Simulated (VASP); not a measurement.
## Ti: single point with PBE

The system is Ti.

```xyz
2
Lattice="3.1860 0.0000 0.0000 -1.5930 2.7592 0.0000 0.0000 0.0000 5.0609" Properties=species:S:1:pos:R:3 pbc="T T T"
Ti    0.0000    1.8394    1.2652
Ti    1.5930    0.9197    3.7957
```

This cell differs from its parent crystal: strain +0.080 along x and y, +0.080 along z.

```json
{"Program": "VASP 6.6.1", "Task": "single point", "Functional": "PBE", "Potentials or basis": "VASP PAW PBE potentials, release 64 (Ti_sv)", "Cutoff": "520 eV", "k mesh": "18 × 18 × 10", "Occupations": "gaussian, width 0.15 eV", "Spin": "no spin polarisation", "Dipole correction": "no", "Further INCAR settings": "ALGO = Fast; EDIFF = 1e-07; NBANDS = 19"}
```

| Item | Value |
| --- | --- |
| Pressure | -17.3 GPa |
| Band gap on the k mesh | zero (bands 12 and 13 overlap by 0.89 eV) |

Stress tensor (GPa, compression positive):
```
-17.17   0.00   0.00
  0.00 -17.17   0.00
  0.00   0.00 -17.69
```

Levels at points of the mesh, in eV from the Fermi level:
| k point | band 10 | band 11 | band 12 | band 13 | band 14 | band 15 |
| --- | --- | --- | --- | --- | --- | --- |
| (0.00, 0.00, 0.00) | -2.15 | 0.31 | 0.62 | 0.62 | 0.67 | 0.96 |
| (0.50, 0.00, 0.00) | -1.56 | -1.29 | -0.71 | 0.42 | 0.44 | 0.85 |
| (0.00, 0.00, 0.50) | -4.00 | 0.07 | 0.07 | 0.55 | 0.55 | 0.55 |
| (0.50, 0.00, 0.50) | -1.96 | -0.59 | -0.59 | 0.85 | 0.85 | 1.30 |

It took 5.7 min on 1 thread of Intel(R) Xeon(R) Platinum 8488C (Sapphire Rapids), with other jobs on the host, peak memory 0.27 GiB.

Caveat: the cell differs from its parent crystal (strain +0.080 along x and y, +0.080 along z); the cell stands under tension.
